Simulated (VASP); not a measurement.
The system is Sn3Se.

```xyz
4
Lattice="4.6562 0.0000 0.0000 0.0000 4.6562 0.0000 0.0000 0.0000 4.6562" Properties=species:S:1:pos:R:3 pbc="T T T"
Sn    0.0000    2.3281    2.3281
Sn    2.3281    0.0000    2.3281
Sn    2.3281    2.3281    0.0000
Se    0.0000    0.0000    0.0000
```

```yaml
Program: VASP 6.6.1
Task: relaxation of cell and atoms
Functional: PBE
Potentials_or_basis: VASP PAW PBE potentials, release 64 (Sn_d, Se)
Cutoff: 600 eV
k_mesh: 10 × 10 × 10
Occupations: gaussian, width 0.1 eV
Spin: no spin polarisation
```

At the start: pressure 3.3 GPa; volume 25.24 Å³/atom.

Where does the relaxation end?

Over 3 steps the energy falls by 15.6 meV/atom and the volume is 26.83 Å³/atom (+6.3 %); space group Pm-3m (No. 221, to 0.1 Å) before and after.

Step by step:
```
step  energy change (eV)  largest force (eV/Å)  pressure (GPa)  volume (Å³)
   1              0.0000                0.0000            3.31       100.94
   2             -0.0597                0.0000           -0.62       108.76
   3             -0.0625                0.0000            0.01       107.30
```

Final structure:
```yaml
crystal:
  lattice:
    - [4.75192, 0.00000, 0.00000]
    - [0.00000, 4.75192, 0.00000]
    - [0.00000, 0.00000, 4.75192]
  atoms:
    - { symbol: Sn, position: [0.00000, 0.50000, 0.50000] }
    - { symbol: Sn, position: [0.50000, 0.00000, 0.50000] }
    - { symbol: Sn, position: [0.50000, 0.50000, 0.00000] }
    - { symbol: Se, position: [0.00000, 0.00000, 0.00000] }
```
